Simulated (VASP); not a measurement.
Input of a VASP 6.6.1 run:

INCAR

```
PREC     = Accurate       # precision mode
ENCUT    = 500            # plane-wave cutoff, eV
EDIFF    = 1E-6           # SCF threshold, eV
ISMEAR   = -1             # smearing method
SIGMA    = 0.05           # smearing width, eV
LREAL    = F              # projectors in reciprocal space
LASPH    = T              # aspherical terms in the spheres
NELM     = 120            # most SCF steps
ALGO     = Normal         # electronic algorithm
ISIF     = 2              # what is computed and relaxed
LWAVE    = F              # write WAVECAR
LCHARG   = T              # write CHGCAR
GGA      = CA             # functional
LELF     = T              # ELF
LVHAR    = T            
NBANDS   = 8              # bands
GGA_COMPAT= F
```

KPOINTS

```
Automatic mesh
0
Gamma
  18 18 18
```

File POSCAR:

```
Al
1.0
    0.0000000000      1.5263190457      1.5263190457
    1.5263190457      0.0000000000      1.5263190457
    1.5263190457      1.5263190457      0.0000000000
Al
1
Direct
    0.0000000000      0.0000000000      0.0000000000
```

Potentials or basis: VASP PAW LDA potentials, release 64 (Al).

Launch:

```sh
$ cat potpaw_LDA.64/Al/POTCAR > POTCAR
$ mpirun -np 1 vasp_std > vasp.out
```

Problem. What does it give for the pressure?

Solution. 358.5 GPa.
